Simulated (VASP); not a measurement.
Set up this calculation in VASP 6.6.1, as the native input.

```
Task                   : single point
Functional             : r2SCAN
Potentials or basis    : VASP PAW PBE potentials, release 64 (Zn, S)
Cutoff                 : 520 eV
k mesh                 : 8 × 8 × 8
Occupations            : gaussian, width 0.01 eV
Spin                   : no spin polarisation
Dipole correction      : no
Further INCAR settings : ALGO = Normal; EDIFF = 1e-06; NBANDS = 16
```

The system is ZnS.

```xyz
2
Lattice="0.0000 2.6634 2.6941 2.6634 0.0000 2.6941 2.6634 2.6634 0.0000" Properties=species:S:1:pos:R:3 pbc="T T T"
Zn    1.3317    1.3317    1.3470
S     0.0000    0.0000    0.0000
```

This cell differs from its parent crystal: biaxial xy strain -1.1%.

These files were run (other wordings do the same):

POSCAR

```
ZnS
1.0
    0.0000000000      2.6633828638      2.6940955531
    2.6633828638      0.0000000000      2.6940955531
    2.6633828638      2.6633828638      0.0000000000
Zn S
1 1
Direct
    0.2500000000      0.2500000000      0.2500000000
    0.0000000000      0.0000000000      0.0000000000
```

INCAR.step1

```
SYSTEM = ZnS
ALGO = Normal
EDIFF = 1E-4
ENCUT = 520
GGA = PE
ISMEAR = 0
LASPH = .TRUE.
LCHARG = .FALSE.
LREAL = .FALSE.
LWAVE = .TRUE.
NBANDS = 16
NELM = 60
PREC = Accurate
SIGMA = 0.01
```

INCAR.step2

```
SYSTEM = ZnS
ALGO = Normal
EDIFF = 1E-6
ENCUT = 520
ISIF = 2
ISMEAR = 0
ISTART = 1
LASPH = .TRUE.
LCHARG = .TRUE.
LELF = .TRUE.
LMIXTAU = .TRUE.
LREAL = .FALSE.
LVHAR = .TRUE.
LWAVE = .FALSE.
METAGGA = R2SCAN
NBANDS = 16
NELM = 60
PREC = Accurate
SIGMA = 0.01
```

KPOINTS

```
k-points
0
G
  8 8 8
  0 0 0
```

Potentials or basis: VASP PAW PBE potentials, release 64 (Zn, S).

Launch:

```bash
$ cat potpaw_PBE.64/Zn/POTCAR potpaw_PBE.64/S/POTCAR > POTCAR
$ cp INCAR.step1 INCAR
$ mpirun -np 1 vasp_std > vasp.out
$ cp INCAR.step2 INCAR
$ mpirun -np 1 vasp_std > vasp.out
```

It gave:

The pressure is 2.0 GPa and the band gap on the k mesh is 2.81 eV, direct.

Caveat: the cell differs from its parent crystal (biaxial xy strain -1.1%); the PAW data sets were made with another functional, which shifts forces and pressure a little.

Wall time 2.4 min on 1 thread of Intel(R) Xeon(R) Platinum 8259CL CPU @ 2.50GHz (Skylake/Cascade Lake) (shared host), peak memory 0.18 GiB.
